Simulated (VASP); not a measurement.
Write the native input for VASP 6.6.1 that does the following.

* Task: relaxation of cell and atoms
* Functional: r2SCAN
* Potentials or basis: VASP PAW PBE potentials, release 64 (W_sv, Au)
* Cutoff: 600 eV
* k mesh: 8 × 8 × 8
* Occupations: fermi-dirac, width 0.05 eV
* Spin: no spin polarisation
* Target pressure: 10 GPa
* Dipole correction: no
* Further INCAR settings: ALGO = Normal; EDIFF = 1e-06; IBRION = 2; EDIFFG = -0.01; NSW = 60; ISIF = 3

The system is WAu.

```
W Au
1.0
     0.00000    2.90921    2.90921
     2.90921    0.00000    2.90921
     2.90921    2.90921    0.00000
W Au
1 1
Direct
  0.00000 0.00000 0.00000
  0.75000 0.75000 0.75000
```

The input as run:

POSCAR

```
WAu
1.0
    0.0000000000      2.9092100000      2.9092100000
    2.9092100000      0.0000000000      2.9092100000
    2.9092100000      2.9092100000      0.0000000000
W Au
1 1
Direct
    0.0000000000      0.0000000000      0.0000000000
    0.7500000000      0.7500000000      0.7500000000
```

INCAR.step1

```
SYSTEM = WAu
  ALGO = Normal
  EDIFF = 1E-4
  ENCUT = 600
  GGA = PE
  ISMEAR = -1
  LASPH = .TRUE.
  LCHARG = .FALSE.
  LREAL = .FALSE.
  LWAVE = .TRUE.
  NELM = 100
  PREC = Accurate
  SIGMA = 0.05
```

INCAR.step2

```
SYSTEM = WAu
  ALGO = Normal
  EDIFF = 1E-6
  EDIFFG = -0.01
  ENCUT = 600
  IBRION = 2
  ISIF = 3
  ISMEAR = -1
  ISTART = 1
  LASPH = .TRUE.
  LCHARG = .FALSE.
  LMIXTAU = .TRUE.
  LREAL = .FALSE.
  LWAVE = .FALSE.
  METAGGA = R2SCAN
  NELM = 100
  NSW = 60
  PREC = Accurate
  PSTRESS = 100.0
  SIGMA = 0.05
```

KPOINTS

```
k-points
0
G
  8 8 8
  0 0 0
```

Potentials or basis: VASP PAW PBE potentials, release 64 (W_sv, Au).

The run is started by

```sh
$ cat potpaw_PBE.64/W_sv/POTCAR potpaw_PBE.64/Au/POTCAR > POTCAR
$ cp INCAR.step1 INCAR
$ mpirun -np 1 vasp_std > vasp.out
$ cp INCAR.step2 INCAR
$ mpirun -np 1 vasp_std > vasp.out
```

Results of the run:

| Property | Result |
| --- | --- |
| Relaxed volume | 22.67 Å³/atom |
| Relaxed cell | a = 4.002 Å, b = 4.002 Å, c = 4.002 Å, α = 60.00°, β = 60.00°, γ = 60.00° |
| Space group after relaxing (to 0.1 Å) | F-43m (No. 216) |
| Energy change on relaxing (the run minimises the enthalpy) | +37.1 meV/atom |
| Ionic steps | 5 |
| Pressure after relaxing | 10.0 GPa |
| Band gap on the k mesh | zero (an odd number of electrons rules out a gap without spin polarisation) |

Caveat: the cell is relaxed towards a set pressure, so the run minimises the enthalpy, not the energy; the PAW data sets were made with another functional, which shifts forces and pressure a little; spin-orbit coupling is left out, which moves the levels of the heavy elements.

Wall time 6.8 min on 1 thread of Intel(R) Xeon(R) Platinum 8488C (Sapphire Rapids), on a shared host, peak memory 0.25 GiB.
